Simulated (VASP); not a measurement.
# CdS (Pm-3m) in VASP: further runs

Aim: see how the results for CdS move with the level of theory and the settings. Levels: PBE-based screened hybrid with 50 % exact exchange, PBE-based screened hybrid with 20 % exact exchange. Tasks: single point.

All numbers are computed with VASP 6.6.1; they aren't measurements. Logs are shortened: lines on timing, memory, paths and dates and some standing lists are left out, and cuts for length are marked.

## 1. The cell of the first run

Symmetry: Pm-3m, No. 221, cubic system. The conventional cell has a = 3.387 Å, b = 3.387 Å, c = 3.387 Å, α = 90.00°, β = 90.00°, γ = 90.00°. Within 3.9 Å of Cd (site symmetry m-3m) lie 8 S at 2.93 Å and 6 Cd at 3.39 Å. S (site symmetry m-3m) has 8 Cd at 2.93 Å and 6 S at 3.39 Å within 3.9 Å.

## 2. Single point, PBE-based screened hybrid with 50 % exact exchange

Input file POSCAR:

```
CdS
1.0
    3.3869086123      0.0000000000      0.0000000000
    0.0000000000      3.3869086123      0.0000000000
    0.0000000000      0.0000000000      3.3869086123
Cd S
1 1
Direct
    0.0000000000      0.0000000000      0.0000000000
    0.5000000000      0.5000000000      0.5000000000
```

Input file INCAR.step1:

```
PREC     = Accurate       # precision mode
ENCUT    = 520            # plane-wave cutoff, eV
EDIFF    = 1E-5           # SCF threshold, eV
ISMEAR   = -1             # smearing method
SIGMA    = 0.02           # smearing width, eV
LREAL    = False          # projectors in reciprocal space
LASPH    = True           # aspherical terms in the spheres
NELM     = 100            # most SCF steps
ALGO     = Normal         # electronic algorithm
ISIF     = 2              # what is computed and relaxed
LWAVE    = True           # write WAVECAR
LCHARG   = False          # write CHGCAR
GGA      = PE             # functional
NBANDS   = 16             # bands
```

Input file INCAR.step2:

```
PREC     = Accurate       # precision mode
ENCUT    = 520            # plane-wave cutoff, eV
EDIFF    = 1E-6           # SCF threshold, eV
ISMEAR   = -1             # smearing method
SIGMA    = 0.02           # smearing width, eV
LREAL    = False          # projectors in reciprocal space
LASPH    = True           # aspherical terms in the spheres
NELM     = 100            # most SCF steps
ALGO     = Normal         # electronic algorithm
ISIF     = 2              # what is computed and relaxed
LWAVE    = False          # write WAVECAR
LCHARG   = False          # write CHGCAR
GGA      = PE             # functional
LHFCALC  = True           # exact exchange
AEXX     = 0.5            # exact-exchange fraction
HFSCREEN = 0.5            # screening, 1/A
PRECFOCK = Normal       
ISTART   = 1            
NBANDS   = 16             # bands
```

Input file KPOINTS:

```
regular mesh
0
Gamma
  4 4 4
```

Potentials or basis: VASP PAW PBE potentials, release 64 (Cd, S).

Run with:

```bash
$ cat potpaw_PBE.64/Cd/POTCAR potpaw_PBE.64/S/POTCAR > POTCAR
$ cp INCAR.step1 INCAR
$ mpirun -np 1 vasp_std > vasp.out
$ cp INCAR.step2 INCAR
$ mpirun -np 1 vasp_std > vasp.out
```

OUTCAR:

```text
PREC = Accurate
   ENCUT = 520
   EDIFF = 1E-6
   ISMEAR = -1
   LREAL = False
   LASPH = True
   NELM = 100
   ISIF = 2
   GGA = PE
   LHFCALC = True
   AEXX = 0.5
   HFSCREEN = 0.5
   PRECFOCK = Normal
   ISTART = 1

 ion  position               nearest neighbor table
   1  0.000  0.000  0.000-   2 2.93   2 2.93   2 2.93   2 2.93   2 2.93   2 2.93   2 2.93   2 2.93

   2  0.500  0.500  0.500-   1 2.93   1 2.93   1 2.93   1 2.93   1 2.93   1 2.93   1 2.93   1 2.93

  LATTYP: Found a simple cubic cell.
 ALAT       =     3.3869086123

  Lattice vectors:

 A1 = (   3.3869086123,   0.0000000000,   0.0000000000)
 A2 = (   0.0000000000,   3.3869086123,   0.0000000000)
 A3 = (   0.0000000000,   0.0000000000,   3.3869086123)

Analysis of symmetry for initial positions (statically):
=====================================================================
 Subroutine PRICEL returns:
 Original cell was already a primitive cell.

 Routine SETGRP: Setting up the symmetry group for a
 simple cubic supercell.

 Subroutine GETGRP returns: Found 48 space group operations
 (whereof 48 operations were pure point group operations)
 out of a pool of 48 trial point group operations.

The static configuration has the point symmetry O_h .

Analysis of symmetry for dynamics (positions and initial velocities):
=====================================================================
 Subroutine PRICEL returns:
 Original cell was already a primitive cell.

 Routine SETGRP: Setting up the symmetry group for a
 simple cubic supercell.

 Subroutine GETGRP returns: Found 48 space group operations
 (whereof 48 operations were pure point group operations)
 out of a pool of 48 trial point group operations.

The dynamic configuration has the point symmetry O_h .

 Subroutine INISYM returns: Found 48 space group operations
 (whereof 48 operations are pure point group operations),
 and found     1 'primitive' translations

----------------------------------------------------------------------------------------

                                     Primitive cell

  volume of cell :      38.8517

  direct lattice vectors                    reciprocal lattice vectors
     3.386908612  0.000000000  0.000000000     0.295254497  0.000000000  0.000000000
     0.000000000  3.386908612  0.000000000     0.000000000  0.295254497  0.000000000
     0.000000000  0.000000000  3.386908612     0.000000000  0.000000000  0.295254497

  length of vectors
     3.386908612  3.386908612  3.386908612     0.295254497  0.295254497  0.295254497

  position of ions in fractional coordinates (direct lattice)
     0.000000000  0.000000000  0.000000000
     0.500000000  0.500000000  0.500000000

  ion indices of the primitive-cell ions
   primitive index   ion index
                 1           1
                 2           2

----------------------------------------------------------------------------------------

 KPOINTS: regular mesh

Automatic generation of k-mesh.
 Grid dimensions read from file:
 generate k-points for:    4    4    4

 Generating k-lattice:

  Cartesian coordinates                     Fractional coordinates (reciprocal lattice)
     0.073813624  0.000000000  0.000000000     0.250000000  0.000000000  0.000000000
     0.000000000  0.073813624  0.000000000     0.000000000  0.250000000  0.000000000
     0.000000000  0.000000000  0.073813624     0.000000000  0.000000000  0.250000000

  Length of vectors
     0.073813624  0.073813624  0.073813624

  Shift w.r.t. Gamma in fractional coordinates (k-lattice)
     0.000000000  0.000000000  0.000000000

 Subroutine IBZKPT returns following result:
 ===========================================

 Found     10 irreducible k-points:

 Following reciprocal coordinates:
            Coordinates               Weight
  0.000000  0.000000  0.000000      1.000000
  0.250000  0.000000  0.000000      6.000000
  0.500000  0.000000  0.000000      3.000000
  0.250000  0.250000  0.000000     12.000000
  0.500000  0.250000  0.000000     12.000000
  0.500000  0.500000  0.000000      3.000000
  0.250000  0.250000  0.250000      8.000000
  0.500000  0.250000  0.250000     12.000000
  0.500000  0.500000  0.250000      6.000000
  0.500000  0.500000  0.500000      1.000000
   k-points           NKPTS =     10   k-points in BZ     NKDIM =     64   number of bands    NBANDS=     16
   number of dos      NEDOS =    301   number of ions     NIONS =      2
   total plane-waves  NPLWV =  21952
   dimension x,y,z NGX =    28 NGY =   28 NGZ =   28
   dimension x,y,z NGXF=    56 NGYF=   56 NGZF=   56
   ions per type =               1   1
   NGX,Y,Z   is equivalent  to a cutoff of  13.74, 13.74, 13.74 a.u.
   NGXF,Y,Z  is equivalent  to a cutoff of  27.49, 27.49, 27.49 a.u.
 SYSTEM =  unknown system
   PREC   = accura    normal or accurate (medium, high low for compatibility)
   ISTART =      1    job   : 0-new  1-cont  2-samecut
   ICHARG =      0    charge: 1-file 2-atom 10-const
   ISPIN  =      1    spin polarized calculation?
   LNONCOLLINEAR =      F non collinear calculations
   LSORBIT =      F    spin-orbit coupling
   LASPH  =      T    aspherical Exc in radial PAW
   ENCUT  =  520.0 eV  38.22 Ry    6.18 a.u.   6.30  6.30  6.30*2*pi/ulx,y,z
   NELM   =    100;   NELMIN=  2; NELMDL=  0     # of ELM steps
   EDIFF  = 0.1E-05   stopping-criterion for ELM
   LREAL  =      F    real-space projection
   EDIFFG = 0.1E-04   stopping-criterion for IOM
   NSW    =      0    number of steps for IOM
   IBRION =     -1    ionic relax: 0-MD 1-quasi-New 2-CG
   NFREE  =      0    steps in history (QN), initial steepest desc. (CG)
   ISIF   =      2    stress and relaxation
   ISYM   =      3    0-nonsym 1-usesym 2-fastsym
   POTIM  = 0.5000    time-step for ionic-motion
   TEBEG  =    0.0;   TEEND  =   0.0 temperature during run
   PSTRESS=    0.0 pullay stress
   NELECT =      18.0000    total number of electrons
   NUPDOWN=      -1.0000    fix difference up-down
   EMIN   =  10.00;   EMAX   =-10.00  energy-range for DOS
   EFERMI =   0.00;   METHOD = LEGACY
   ISMEAR =    -1;   SIGMA  =   0.02  broadening in eV -4-tet -1-fermi 0-gaus
   EFERMI_NEDOS =   21; number of points for ismear=-14 and -15
   IALGO  =     38    algorithm
   IMIX   =      1    mixing-type and parameters
     AMIX     =   0.40;   BMIX     =  1.00
     AMIX_MAG =   1.60;   BMIX_MAG =  1.00
  volume/ion in A,a.u.               =      19.43       131.09
  Fermi-wavevector in a.u.,A,eV,Ry     =   1.266763  2.393836 21.833128  1.604690
  Thomas-Fermi vector in A             =   2.399947
   LORBIT       =      0    0 simple, 1 ext, 2 COOP (PROOUT), +10 PAW based schemes
   GGA     = PE    functional components
   LHFCALC =     T    Hartree Fock is set to
   PRECFOCK=normal    Normal, Fast or Accurate (Low or Medium for compatibility)
   ENCUT4O =  -1.0   cutoff for four orbital integrals eV
   NKREDX  =     1    reduce k-point grid by
   NKREDY  =     1    reduce k-point grid by
   NKREDZ  =     1    reduce k-point grid by
   AEXX    =    0.5000 exact exchange contribution
   HFSCREEN=    0.5000 screening length (either q_TF or 0.3 A-1)
   HFSCREENC=   0.5000 screening length for correlation (either q_TF or 0.3 A-1)
   ENCUTFOCK=  -1.0 apply spherical cutoff to Coloumb kernel
   IVDW    =     0    specifies the selected vdW correction
   LEPSILON=     F    determine dielectric tensor
   LRPA    =     F    only Hartree local field effects (RPA)
 non-spin polarized calculation
  energy-cutoff  :      520.00
  volume of cell :       38.85
 maximum number of plane-waves:      1064
 NGX is ok and might be reduce to    28
  NGX = 20; NGY = 20; NGZ = 20

 number of electron      17.9999993 magnetization

 Free energy of the ion-electron system (eV)
  ---------------------------------------------------
  ext. energy  EPLUGINS =         0.00000000
  ---------------------------------------------------
  free energy    TOTEN  =        -6.42407900 eV

  energy without entropy =       -6.41967998  energy(sigma->0) =       -6.42187949

 E-fermi :   3.6556     XC(G=0):  -7.8585

 val. band max:        3.6197891025   @ k =   0.5000   0.2500   0.0000
 cond. band min:       3.6762051079   @ k =   0.5000   0.5000   0.0000
 fundamental gap:      0.0564160055
 Fermi energy:         3.6555732898

 k-point     1 :       0.0000    0.0000    0.0000
  band No.  band energies     occupation
      1     -11.8849      2.00000
      2      -7.4216      2.00000
      3      -7.4216      2.00000
      4      -6.8922      2.00000
      5      -6.8922      2.00000
      6      -6.8922      2.00000
[... 8 lines left out ...]
     15      17.0133      0.00000
     16      19.6349      0.00000

 k-point     2 :       0.2500    0.0000    0.0000
  band No.  band energies     occupation
      1     -11.3628      2.00000
      2      -7.3919      2.00000
      3      -7.2552      2.00000
      4      -7.0233      2.00000
      5      -7.0233      2.00000
      6      -6.8798      2.00000
[... 8 lines left out ...]
     15      16.4623      0.00000
     16      18.9237      0.00000

 k-point     3 :       0.5000    0.0000    0.0000
  band No.  band energies     occupation
      1     -10.6842      2.00000
      2      -7.3620      2.00000
      3      -7.1553      2.00000
      4      -7.1478      2.00000
      5      -7.1478      2.00000
      6      -6.8674      2.00000
[... 8 lines left out ...]
     15      16.9468      0.00000
     16      19.6045      0.00000

 k-point     4 :       0.2500    0.2500    0.0000
  band No.  band energies     occupation
      1     -10.9735      2.00000
      2      -7.3110      2.00000
      3      -7.0990      2.00000
      4      -7.0123      2.00000
      5      -6.9978      2.00000
      6      -6.9725      2.00000
[... 8 lines left out ...]
     15      17.0930      0.00000
     16      17.3597      0.00000

 k-point     5 :       0.5000    0.2500    0.0000
  band No.  band energies     occupation
      1     -10.5316      2.00000
      2      -7.2578      2.00000
      3      -7.1009      2.00000
      4      -6.9615      2.00000
      5      -6.9237      2.00000
      6      -6.8422      2.00000
[... 8 lines left out ...]
     15      17.2634      0.00000
     16      19.7874      0.00000

 k-point     6 :       0.5000    0.5000    0.0000
  band No.  band energies     occupation
      1     -10.3904      2.00000
      2      -7.1929      2.00000
      3      -7.0534      2.00000
      4      -7.0534      2.00000
      5      -6.6600      2.00000
      6      -6.3226      2.00000
[... 8 lines left out ...]
     15      15.9367      0.00000
     16      17.0083      0.00000

 k-point     7 :       0.2500    0.2500    0.2500
  band No.  band energies     occupation
      1     -10.6199      2.00000
      2      -7.1877      2.00000
      3      -7.1877      2.00000
      4      -7.0426      2.00000
      5      -7.0426      2.00000
      6      -6.7887      2.00000
[... 8 lines left out ...]
     15      15.5202      0.00000
     16      19.2402      0.00000

 k-point     8 :       0.5000    0.2500    0.2500
  band No.  band energies     occupation
      1     -10.2204      2.00000
      2      -7.3391      2.00000
      3      -7.1624      2.00000
      4      -7.0355      2.00000
      5      -6.8312      2.00000
      6      -6.6686      2.00000
[... 8 lines left out ...]
     15      16.5567      0.00000
     16      18.9814      0.00000

 k-point     9 :       0.5000    0.5000    0.2500
  band No.  band energies     occupation
      1      -9.8794      2.00000
      2      -7.3171      2.00000
      3      -7.3171      2.00000
      4      -6.9254      2.00000
      5      -6.7590      2.00000
      6      -6.6546      2.00000
[... 8 lines left out ...]
     15      20.1729      0.00000
     16      20.1729      0.00000

 k-point    10 :       0.5000    0.5000    0.5000
  band No.  band energies     occupation
      1      -9.0430      2.00000
      2      -7.5431      2.00000
      3      -7.5431      2.00000
      4      -7.5431      2.00000
      5      -6.6492      2.00000
      6      -6.6492      2.00000
[... 8 lines left out ...]
     15      22.7784      0.00000
     16      22.7784      0.00000

------------------------ aborting loop because EDIFF is reached ----------------------------------------

  FORCE on cell =-STRESS in cart. coord.  units (eV):
  Direction    XX          YY          ZZ          XY          YZ          ZX
  --------------------------------------------------------------------------------------
  -------------------------------------------------------------------------------------
  Total        0.1727768      0.1727768      0.1727768     -0.0000000     -0.0000000      0.0000000
  in kB        7.1250136      7.1250136      7.1250136     -0.0000000     -0.0000000      0.0000000
  external PRESSURE =       7.1250136 kB  Pullay stress =       0.0000000 kB

 VOLUME and BASIS-vectors are now :
 -----------------------------------------------------------------------------
  energy-cutoff  :      520.00
  volume of cell :       38.85
      direct lattice vectors                 reciprocal lattice vectors
     3.386908612  0.000000000  0.000000000     0.295254497  0.000000000  0.000000000
     0.000000000  3.386908612  0.000000000     0.000000000  0.295254497  0.000000000
     0.000000000  0.000000000  3.386908612     0.000000000  0.000000000  0.295254497

 POSITION                                       TOTAL-FORCE (eV/Angst)
 -----------------------------------------------------------------------------------
      0.00000      0.00000      0.00000         0.000000      0.000000      0.000000
      1.69345      1.69345      1.69345         0.000000      0.000000      0.000000
 -----------------------------------------------------------------------------------
    total drift:                                0.000004      0.000004      0.000003

  FREE ENERGIE OF THE ION-ELECTRON SYSTEM (eV)
  ---------------------------------------------------
  free  energy   TOTEN  =        -6.4240789954 eV

  energy  without entropy=       -6.4196799756  energy(sigma->0) =       -6.42187949
```

Run time: 4.7 min. Hardware: 1 thread of AMD EPYC 7R13 (Zen 3), shared host; peak memory 0.23 GiB.

Results:

```yaml
Free_energy: -6.4241 eV
Pressure: 0.7 GPa
Band_gap_on_the_k_mesh: zero (bands 9 and 10 overlap by 0.21 eV)
```

Levels at points of the mesh, in eV from the Fermi level:
| k point | band 5 | band 6 | band 7 | band 8 | band 9 | band 10 | band 11 | band 12 | band 13 | band 14 |
| --- | --- | --- | --- | --- | --- | --- | --- | --- | --- | --- |
| (0.00, 0.00, 0.00) | -10.55 | -10.55 | -1.42 | -1.42 | -1.42 | -0.24 | 7.31 | 7.31 | 13.36 | 13.36 |
| (0.50, 0.00, 0.00) | -10.80 | -10.52 | -6.68 | -0.09 | -0.09 | 4.12 | 5.71 | 8.12 | 8.26 | 8.26 |
| (0.50, 0.50, 0.00) | -10.32 | -9.98 | -5.02 | -5.02 | -0.42 | 0.02 | 8.91 | 8.91 | 9.65 | 12.28 |
| (0.50, 0.50, 0.50) | -10.30 | -10.30 | -2.52 | -2.52 | -2.52 | 2.31 | 2.31 | 2.31 | 4.14 | 19.12 |

Caveat: the k points lie up to 0.46 Å⁻¹ apart; the structure was generated, so it needn't be the stable form of CdS; the PAW data sets were made with another functional, which shifts forces and pressure a little.

## 3. Single point, PBE-based screened hybrid with 20 % exact exchange

POSCAR is that of step 2.

Input file INCAR.step1:

```
ALGO = Normal
EDIFF = 1E-5
ENCUT = 520
GGA = PE
ISIF = 2
ISMEAR = -1
LASPH = T
LCHARG = F
LREAL = F
LWAVE = T
NBANDS = 16
NELM = 100
PREC = Accurate
SIGMA = 0.02
```

Input file INCAR.step2:

```
AEXX = 0.2
ALGO = Normal
EDIFF = 1E-7
ENCUT = 520
GGA = PE
HFSCREEN = 0.3
ISIF = 2
ISMEAR = -1
ISTART = 1
LASPH = T
LCHARG = F
LHFCALC = T
LREAL = F
LWAVE = F
NBANDS = 16
NELM = 100
PREC = Accurate
PRECFOCK = Normal
SIGMA = 0.02
```

Input file KPOINTS:

```
k-points
0
Gamma
  4 4 4
```

Potentials or basis: VASP PAW PBE potentials, release 64 (Cd, S).

Run with:

```bash
$ cat potpaw_PBE.64/Cd/POTCAR potpaw_PBE.64/S/POTCAR > POTCAR
$ cp INCAR.step1 INCAR
$ mpirun -np 1 vasp_std > vasp.out
$ cp INCAR.step2 INCAR
$ mpirun -np 1 vasp_std > vasp.out
```

It took 5.6 min on 1 thread of AMD EPYC 7R13 (Zen 3), shared host; peak memory 0.23 GiB.

Results (log left out):

* Free energy: -5.6850 eV
* Pressure: 1.4 GPa
* Band gap on the k mesh: zero (bands 9 and 10 overlap by 0.57 eV)

Levels at points of the mesh, in eV from the Fermi level:
```tsv
k point	band 5	band 6	band 7	band 8	band 9	band 10	band 11	band 12	band 13	band 14
(0.00, 0.00, 0.00)	-9.39	-9.39	-1.38	-1.38	-1.38	-0.60	7.06	7.06	12.66	12.66
(0.50, 0.00, 0.00)	-9.66	-9.36	-6.47	-0.07	-0.07	3.78	5.21	7.80	7.85	7.85
(0.50, 0.50, 0.00)	-9.17	-8.91	-4.86	-4.86	-0.71	0.01	8.40	8.40	9.29	11.86
(0.50, 0.50, 0.50)	-9.16	-9.16	-2.33	-2.33	-2.33	2.06	2.06	2.06	3.56	18.37
```

Caveat: the k points lie up to 0.46 Å⁻¹ apart, too coarse for converged energies and pressures of a metal; the structure was generated, so it needn't be the stable form of CdS; the PAW data sets were made with another functional, which shifts forces and pressure a little.

The gap in the log of VASP goes by the Fermi energy; the results here count the filled bands.